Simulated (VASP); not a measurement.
Input of a VASP 6.6.1 run:

File POSCAR:

```
Ag
1.0
    2.8353212585      0.0000000000      0.0000000000
   -1.4176606292      2.4554602377      0.0000000000
    0.0000000000      0.0000000000      4.5853228361
Ag
2
Direct
    0.3333333333      0.6666666667      0.2500000000
    0.6666666667      0.3333333333      0.7500000000
```

File INCAR.step1:

```
  PREC = Accurate
  ENCUT = 520
  ISMEAR = -1
  SIGMA = 0.1
  LREAL = F
  LASPH = T
  NELM = 100
  NBANDS = 18
  GGA = PE
  ALGO = Normal
  EDIFF = 1E-4
  LWAVE = T
  LCHARG = F
```

The input INCAR.step2:

```
  PREC = Accurate
  ENCUT = 520
  EDIFF = 1E-7
  ISMEAR = -1
  SIGMA = 0.1
  LREAL = F
  LASPH = T
  NELM = 100
  ALGO = Normal
  ISIF = 2
  LWAVE = F
  LCHARG = F
  METAGGA = R2SCAN
  LMIXTAU = T
  NBANDS = 18
  ISTART = 1
```

File KPOINTS:

```
Automatic mesh
0
Gamma
  14 14 8
```

Potentials or basis: VASP PAW PBE potentials, release 64 (Ag).

Run with:

```console
$ cat potpaw_PBE.64/Ag/POTCAR > POTCAR
$ cp INCAR.step1 INCAR
$ mpirun -np 1 vasp_std > vasp.out
$ cp INCAR.step2 INCAR
$ mpirun -np 1 vasp_std > vasp.out
```

(1) Predict the pressure.

(2) Predict the band gap on the k mesh.

Results:

(1) 11.1 GPa.

(2) zero (band 11 reaches 13.34 eV, above the bottom of band 12 at 5.56 eV).

Caveat: the PAW data sets were made with another functional, which shifts forces and pressure a little.
